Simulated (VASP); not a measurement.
# BaTiO3 (P4mm) in VASP: relaxation of the atoms with PBE

Aim: the relaxation of the atoms of BaTiO3 with PBE.

Program: VASP 6.6.1. These are calculated values, not measurements. Logs are shortened: lines on timing, memory, paths and dates and some standing lists are left out, and cuts for length are marked.

### Step 1. The cell of the first run

Symmetry: P4mm, No. 99, tetragonal system. The conventional cell has a = 4.000 Å, b = 4.000 Å, c = 4.018 Å, α = 90.00°, β = 90.00°, γ = 90.00°. Ba (site symmetry 4mm) has 12 O at 2.75 to 2.92 Å and 8 Ti at 3.43 to 3.51 Å within 3.6 Å. Ti (site symmetry 4mm) has 6 O at 1.73 to 2.29 Å within 2.3 Å. O (site symmetry 4mm) has 2 Ti at 1.73 to 2.29 Å within 2.3 Å. Within 3.0 Å of O (site symmetry 2mm) lie 2 Ti at 2.01 Å and 4 Ba at 2.75 to 2.92 Å and 8 O at 2.78 to 2.89 Å.

### Step 2. Relaxation of the atoms, PBE

INCAR reads:

```
SYSTEM = BaTiO3
ALGO = Normal
EDIFF = 1E-6
EDIFFG = -0.01
ENCUT = 520
GGA = PE
IBRION = 2
ISIF = 2
ISMEAR = 0
LASPH = .True.
LCHARG = .False.
LREAL = .False.
LWAVE = .False.
NELM = 80
NSW = 60
PREC = Accurate
SIGMA = 0.05
```

KPOINTS reads:

```
k-points
0
Gamma
  6 6 6
  0 0 0
```

POSCAR reads:

```
BaTiO3
1.0
    3.9998000000      0.0000000000      0.0000000000
    0.0000000000      3.9998000000      0.0000000000
    0.0000000000      0.0000000000      4.0180000000
Ba Ti O
1 1 3
Direct
    0.0000000000      0.0000000000     -0.0106714820
    0.5000000000      0.5000000000      0.4720898641
    0.5000000000      0.5000000000      0.0408513749
    0.5000000000      0.0000000000      0.5203651216
    0.0000000000      0.5000000000      0.5203651216
```

Potentials or basis: VASP PAW PBE potentials, release 64 (Ba_sv, Ti_sv, O).

On the command line:

```sh
cat potpaw_PBE.64/Ba_sv/POTCAR potpaw_PBE.64/Ti_sv/POTCAR potpaw_PBE.64/O/POTCAR > POTCAR
mpirun -np 1 vasp_std > vasp.out
```

OUTCAR:

```text
SYSTEM = BaTiO3
   EDIFF = 1E-6
   EDIFFG = -0.01
   ENCUT = 520
   GGA = PE
   IBRION = 2
   ISIF = 2
   ISMEAR = 0
   LASPH = .True.
   LREAL = .False.
   NELM = 80
   NSW = 60
   PREC = Accurate

 ion  position               nearest neighbor table
   1  0.000  0.000  0.989-   4 2.75   5 2.75   5 2.75   4 2.75   3 2.84   3 2.84   3 2.84   3 2.84
                             4 2.92   5 2.92   5 2.92   4 2.92   2 3.43   2 3.43   2 3.43   2 3.43
   2  0.500  0.500  0.472-   3 1.73   4 2.01   5 2.01   4 2.01   5 2.01   3 2.29   1 3.43   1 3.43
                             1 3.43   1 3.43   1 3.51   1 3.51   1 3.51   1 3.51
   3  0.500  0.500  0.041-   2 1.73   2 2.29   1 2.84   1 2.84   1 2.84   1 2.84
   4  0.500  0.000  0.520-   2 2.01   2 2.01   1 2.75   1 2.75   1 2.92   1 2.92
   5  0.000  0.500  0.520-   2 2.01   2 2.01   1 2.75   1 2.75   1 2.92   1 2.92

  LATTYP: Found a simple tetragonal cell.
 ALAT       =     3.9998000000
 C/A-ratio  =     1.0045502275

  Lattice vectors:

 A1 = (   3.9998000000,   0.0000000000,   0.0000000000)
 A2 = (   0.0000000000,   3.9998000000,   0.0000000000)
 A3 = (   0.0000000000,   0.0000000000,   4.0180000000)

Analysis of symmetry for initial positions (statically):
=====================================================================
 Subroutine PRICEL returns:
 Original cell was already a primitive cell.

 Routine SETGRP: Setting up the symmetry group for a
 simple tetragonal supercell.

 Subroutine GETGRP returns: Found  8 space group operations
 (whereof  8 operations were pure point group operations)
 out of a pool of 16 trial point group operations.

The static configuration has the point symmetry C_4v.

Analysis of symmetry for dynamics (positions and initial velocities):
=====================================================================
 Subroutine PRICEL returns:
 Original cell was already a primitive cell.

 Routine SETGRP: Setting up the symmetry group for a
 simple tetragonal supercell.

 Subroutine GETGRP returns: Found  8 space group operations
 (whereof  8 operations were pure point group operations)
 out of a pool of 16 trial point group operations.

The dynamic configuration has the point symmetry C_4v.

 Subroutine INISYM returns: Found  8 space group operations
 (whereof  8 operations are pure point group operations),
 and found     1 'primitive' translations

----------------------------------------------------------------------------------------

                                     Primitive cell

  volume of cell :      64.2816

  direct lattice vectors                    reciprocal lattice vectors
     3.999800000  0.000000000  0.000000000     0.250012501  0.000000000  0.000000000
     0.000000000  3.999800000  0.000000000     0.000000000  0.250012501  0.000000000
     0.000000000  0.000000000  4.018000000     0.000000000  0.000000000  0.248880040

  length of vectors
     3.999800000  3.999800000  4.018000000     0.250012501  0.250012501  0.248880040

  position of ions in fractional coordinates (direct lattice)
     0.000000000  0.000000000  0.989328518
     0.500000000  0.500000000  0.472089864
     0.500000000  0.500000000  0.040851375
     0.500000000  0.000000000  0.520365122
     0.000000000  0.500000000  0.520365122

  ion indices of the primitive-cell ions
   primitive index   ion index
                 1           1
                 2           2
                 3           3
                 4           4
                 5           5

----------------------------------------------------------------------------------------

 KPOINTS: k-points

Automatic generation of k-mesh.
 Grid dimensions read from file:
 generate k-points for:    6    6    6

 Generating k-lattice:

  Cartesian coordinates                     Fractional coordinates (reciprocal lattice)
     0.041668750  0.000000000  0.000000000     0.166666667  0.000000000  0.000000000
     0.000000000  0.041668750  0.000000000     0.000000000  0.166666667  0.000000000
     0.000000000  0.000000000  0.041480007     0.000000000  0.000000000  0.166666667

  Length of vectors
     0.041668750  0.041668750  0.041480007

  Shift w.r.t. Gamma in fractional coordinates (k-lattice)
     0.000000000  0.000000000  0.000000000

 Subroutine IBZKPT returns following result:
 ===========================================

 Found     40 irreducible k-points:

 Following reciprocal coordinates:
            Coordinates               Weight
  0.000000  0.000000  0.000000      1.000000
  0.166667  0.000000  0.000000      4.000000
  0.333333  0.000000  0.000000      4.000000
  0.500000  0.000000  0.000000      2.000000
  0.166667  0.166667  0.000000      4.000000
  0.333333  0.166667  0.000000      8.000000
[... 16 lines left out ...]
  0.333333  0.000000  0.333333      8.000000
  0.500000  0.000000  0.333333      4.000000
 [... further k-points ...]
   k-points           NKPTS =     40   k-points in BZ     NKDIM =     40   number of bands    NBANDS=     24
   number of dos      NEDOS =    301   number of ions     NIONS =      5
   total plane-waves  NPLWV =  27000
   dimension x,y,z NGX =    30 NGY =   30 NGZ =   30
   dimension x,y,z NGXF=    60 NGYF=   60 NGZF=   60
   ions per type =               1   1   3
   NGX,Y,Z   is equivalent  to a cutoff of  12.47, 12.47, 12.41 a.u.
   NGXF,Y,Z  is equivalent  to a cutoff of  24.94, 24.94, 24.83 a.u.
 SYSTEM =  BaTiO3
   PREC   = accura    normal or accurate (medium, high low for compatibility)
   ISTART =      0    job   : 0-new  1-cont  2-samecut
   ICHARG =      2    charge: 1-file 2-atom 10-const
   ISPIN  =      1    spin polarized calculation?
   LNONCOLLINEAR =      F non collinear calculations
   LSORBIT =      F    spin-orbit coupling
   LASPH  =      T    aspherical Exc in radial PAW
   ENCUT  =  520.0 eV  38.22 Ry    6.18 a.u.   7.44  7.44  7.47*2*pi/ulx,y,z
   NELM   =     80;   NELMIN=  2; NELMDL= -5     # of ELM steps
   EDIFF  = 0.1E-05   stopping-criterion for ELM
   LREAL  =      F    real-space projection
   EDIFFG = -.1E-01   stopping-criterion for IOM
   NSW    =     60    number of steps for IOM
   IBRION =      2    ionic relax: 0-MD 1-quasi-New 2-CG
   NFREE  =      1    steps in history (QN), initial steepest desc. (CG)
   ISIF   =      2    stress and relaxation
   ISYM   =      2    0-nonsym 1-usesym 2-fastsym
   POTIM  = 0.5000    time-step for ionic-motion
   TEBEG  =    0.0;   TEEND  =   0.0 temperature during run
   PSTRESS=    0.0 pullay stress
   NELECT =      40.0000    total number of electrons
   NUPDOWN=      -1.0000    fix difference up-down
   EMIN   =  10.00;   EMAX   =-10.00  energy-range for DOS
   EFERMI =   0.00;   METHOD = LEGACY
   ISMEAR =     0;   SIGMA  =   0.05  broadening in eV -4-tet -1-fermi 0-gaus
   EFERMI_NEDOS =   21; number of points for ismear=-14 and -15
   IALGO  =     38    algorithm
   IMIX   =      4    mixing-type and parameters
     AMIX     =   0.40;   BMIX     =  1.00
     AMIX_MAG =   1.60;   BMIX_MAG =  1.00
  volume/ion in A,a.u.               =      12.86        86.76
  Fermi-wavevector in a.u.,A,eV,Ry     =   1.397653  2.641181 26.578078  1.953434
  Thomas-Fermi vector in A             =   2.520888
   LORBIT       =      0    0 simple, 1 ext, 2 COOP (PROOUT), +10 PAW based schemes
   GGA     = PE    functional components
   LHFCALC =     F    Hartree Fock is set to
   AEXX    =    0.0000 exact exchange contribution
   IVDW    =     0    specifies the selected vdW correction
   LEPSILON=     F    determine dielectric tensor
   LRPA    =     F    only Hartree local field effects (RPA)
 conjugate gradient relaxation of ions
 non-spin polarized calculation
 Gauss-broadening in eV      SIGMA  =   0.05
  energy-cutoff  :      520.00
  volume of cell :       64.28
 maximum number of plane-waves:      1751
 NGX is ok and might be reduce to    30
   NGX = 15   NGY = 15   NGZ = 15

--------------------------------------- Ionic step        1  -------------------------------------------

 number of electron      39.9999982 magnetization

 Free energy of the ion-electron system (eV)
  ---------------------------------------------------
  ext. energy  EPLUGINS =         0.00000000
  ---------------------------------------------------
  free energy    TOTEN  =       -39.89868806 eV

  energy without entropy =      -39.89868806  energy(sigma->0) =      -39.89868806

------------------------ aborting loop because EDIFF is reached ----------------------------------------

  FORCE on cell =-STRESS in cart. coord.  units (eV):
  Direction    XX          YY          ZZ          XY          YZ          ZX
  --------------------------------------------------------------------------------------
  -------------------------------------------------------------------------------------
  Total        1.9913510      1.9913510      6.2340094      0.0000000      0.0000000      0.0000000
  in kB       49.6331595     49.6331595    155.3787250      0.0000000      0.0000000      0.0000000
  external PRESSURE =      84.8816813 kB  Pullay stress =       0.0000000 kB

 VOLUME and BASIS-vectors are now :
 -----------------------------------------------------------------------------
  energy-cutoff  :      520.00
  volume of cell :       64.28
      direct lattice vectors                 reciprocal lattice vectors
     3.999800000  0.000000000  0.000000000     0.250012501  0.000000000  0.000000000
     0.000000000  3.999800000  0.000000000     0.000000000  0.250012501  0.000000000
     0.000000000  0.000000000  4.018000000     0.000000000  0.000000000  0.248880040
[... 235 lines left out ...]
 POSITION                                       TOTAL-FORCE (eV/Angst)
 -----------------------------------------------------------------------------------
      0.00000      0.00000      0.00544        -0.000000     -0.000000     -0.006252
      1.99990      1.99990      1.95327        -0.000000     -0.000000      0.037824
      1.99990      1.99990      0.09911        -0.000000     -0.000000     -0.033360
      1.99990      0.00000      2.07098        -0.000000      0.000000      0.000894
      0.00000      1.99990      2.07098         0.000000      0.000000      0.000894
 -----------------------------------------------------------------------------------
    total drift:                                0.000000      0.000000      0.000651

  FREE ENERGIE OF THE ION-ELECTRON SYSTEM (eV)
  ---------------------------------------------------
  free  energy   TOTEN  =       -39.9867188483 eV

  energy  without entropy=      -39.9867188483  energy(sigma->0) =      -39.98671885

--------------------------------------- Ionic step        8  -------------------------------------------

 number of electron      39.9999980 magnetization

 Free energy of the ion-electron system (eV)
  ---------------------------------------------------
  ext. energy  EPLUGINS =         0.00000000
  ---------------------------------------------------
  free energy    TOTEN  =       -39.98681374 eV

  energy without entropy =      -39.98681374  energy(sigma->0) =      -39.98681374

 E-fermi :   4.1977     XC(G=0): -11.2390

 val. band max:        3.8710537154   @ k =   0.5000   0.5000   0.5000
 cond. band min:       5.6547490786   @ k =   0.0000   0.0000   0.0000
 fundamental gap:      1.7836953633
 Fermi energy:         4.1976714095

 k-point     1 :       0.0000    0.0000    0.0000
  band No.  band energies     occupation
      1     -52.7050      2.00000
      2     -28.9706      2.00000
      3     -28.9158      2.00000
      4     -28.9158      2.00000
      5     -21.0235      2.00000
      6     -13.0765      2.00000
[... 16 lines left out ...]
     23       5.9453      0.00000
     24       7.8580      0.00000
[... 598 lines left out ...]
      2     -29.0056      2.00000
      3     -28.9660      2.00000
      4     -28.9124      2.00000
      5     -20.8497      2.00000
      6     -12.8879      2.00000
[... 16 lines left out ...]
     23       7.6470      0.00000
     24       8.6510      0.00000

 [... further k-points ...]
[... 5 lines left out ...]
  --------------------------------------------------------------------------------------
  -------------------------------------------------------------------------------------
  Total        1.6345776      1.6345776      2.4866730      0.0000000      0.0000000      0.0000000
  in kB       40.7408086     40.7408086     61.9787448      0.0000000      0.0000000      0.0000000
  external PRESSURE =      47.8201207 kB  Pullay stress =       0.0000000 kB

 VOLUME and BASIS-vectors are now :
 -----------------------------------------------------------------------------
  energy-cutoff  :      520.00
  volume of cell :       64.28
      direct lattice vectors                 reciprocal lattice vectors
     3.999800000  0.000000000  0.000000000     0.250012501  0.000000000  0.000000000
     0.000000000  3.999800000  0.000000000     0.000000000  0.250012501  0.000000000
     0.000000000  0.000000000  4.018000000     0.000000000  0.000000000  0.248880040

 POSITION                                       TOTAL-FORCE (eV/Angst)
 -----------------------------------------------------------------------------------
      3.99980      0.00000      0.00603         0.000000     -0.000000     -0.004536
      1.99990      1.99990      1.95566         0.000000     -0.000000      0.009790
      1.99990      1.99990      0.09687         0.000000      0.000000     -0.000688
      1.99990      0.00000      2.07061         0.000000     -0.000000     -0.002283
      0.00000      1.99990      2.07061         0.000000     -0.000000     -0.002283
 -----------------------------------------------------------------------------------
    total drift:                                0.000000      0.000000      0.003884

  FREE ENERGIE OF THE ION-ELECTRON SYSTEM (eV)
  ---------------------------------------------------
  free  energy   TOTEN  =       -39.9868137357 eV

  energy  without entropy=      -39.9868137357  energy(sigma->0) =      -39.98681374

 reached required accuracy - stopping structural energy minimisation
```

Run time: 4 min. Hardware: 1 thread of Intel Xeon Platinum 8375C at 2.90GHz (Ice Lake), shared host; peak memory 0.21 GiB.

What came out:

```yaml
Free_energy: -39.9868 eV
Energy_gained_by_relaxing: 17.6 meV/atom
Ionic_steps: 8
Pressure_after_relaxing: 4.8 GPa
Largest_force_after_relaxing: 0.010 eV/Å
Band_gap_on_the_k_mesh: 1.78 eV (least direct gap 2.12 eV)
```

Forces on the atoms (eV/Å):
```
Ba   0.000  0.000 -0.005
Ti   0.000  0.000  0.010
O    0.000  0.000 -0.001
O    0.000  0.000 -0.002
O    0.000  0.000 -0.002
```

The path:
| step | energy change (eV) | largest force (eV/Å) | pressure (GPa) |
| --- | --- | --- | --- |
| 1 | 0.0000 | 1.6925 | 8.49 |
| 2 | -0.0730 | 0.3560 | 4.37 |
| 3 | -0.0790 | 0.3096 | 5.15 |
| 4 | -0.0790 | 0.3121 | 5.10 |
| 5 | -0.0842 | 0.2027 | 5.00 |
| 6 | -0.0880 | 0.0357 | 4.86 |
| 7 | -0.0880 | 0.0378 | 4.86 |
| 8 | -0.0881 | 0.0098 | 4.78 |

Final structure:
```cif
data_structure
_symmetry_space_group_name_H-M 'P 1'
_symmetry_Int_Tables_number 1
_cell_length_a 3.9998
_cell_length_b 3.9998
_cell_length_c 4.0180
_cell_angle_alpha 90.000
_cell_angle_beta 90.000
_cell_angle_gamma 90.000
_cell_volume 64.28
loop_
_atom_site_label
_atom_site_type_symbol
_atom_site_fract_x
_atom_site_fract_y
_atom_site_fract_z
_atom_site_occupancy
Ba1 Ba 0.00000 0.00000 0.00150 1
Ti1 Ti 0.50000 0.50000 0.48673 1
O1 O 0.50000 0.50000 0.02411 1
O2 O 0.50000 0.00000 0.51533 1
O3 O 0.00000 0.50000 0.51533 1
```

Caveat: spin-orbit coupling is left out, which moves the levels of the heavy elements. A k mesh can miss the band edges.
